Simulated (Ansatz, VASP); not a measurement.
# Rh in VASP and in Ansatz

Contents of INCAR:

```
  PREC = Accurate
  ENCUT = 520
  EDIFF = 1E-6
  ISMEAR = 0
  SIGMA = 0.15
  LREAL = F
  LASPH = T
  NELM = 80
  ALGO = Fast
  ISIF = 2
  LWAVE = F
  LCHARG = F
  GGA = PE
  NBANDS = 14
```

The input KPOINTS:

```
regular mesh
0
Gamma
  22 22 22
```

The input POSCAR:

```
Rh
1.0
    0.0000000000      1.9585965000      1.9300732500
    1.9585965000      0.0000000000      1.9300732500
    1.9585965000      1.9585965000      0.0000000000
Rh
1
Direct
    0.0000000000      0.0000000000      0.0000000000
```

Input for Ansatz:

```yaml
crystal:
  lattice:
    - [0.0, 1.9585965, 1.93007325]
    - [1.9585965, 0.0, 1.93007325]
    - [1.9585965, 1.9585965, 0.0]
  atoms:
    - { symbol: Rh, position: [0.0, 0.0, 0.0] }
basis:
  ecutwfc: 420
kpoints:
  mp_grid: { grid: [22, 22, 22] }
hamiltonian:
  xc: pbe
scf:
  occupations: { method: gaussian, width: 0.15 }
output:
  forces: true
  stress: true
  eigenvalues: true
```

Change from the starting cell: strain +0.030 along x and y, +0.015 along z, atoms carried along.

Alike in both runs: task single point; functional PBE; k mesh 22 × 22 × 22; occupations gaussian, width 0.15 eV; no spin polarisation.

|  | VASP | Ansatz |
| --- | --- | --- |
| version | VASP 6.6.1 | Ansatz 0.2.0 |
| potentials or method | VASP PAW PBE potentials, release 64 (Rh_pv), cutoff 520 eV | scalar-relativistic, plane waves, PAW |
| valence electrons in the cell | 15 | 17 |

VASP gave:

```
gap on the k mesh at the Fermi level (eV)                     : none
pressure (GPa)                                                : -11.8
traceless stress, the component that is largest in VASP (GPa) : 1.90
```

What did Ansatz give for the same quantities?

gap on the k mesh at the Fermi level (eV): none; pressure (GPa): -11.7; traceless stress, the component that is largest in VASP (GPa): 1.90.

A gap of «none» marks a metal or a gap that the smearing closes. The functional is the same, so the differences come from potentials, cutoffs and numerics. VASP's potentials hold 15 valence electrons a cell and Ansatz's 17, so a difference there can come from the potentials and not from the codes.
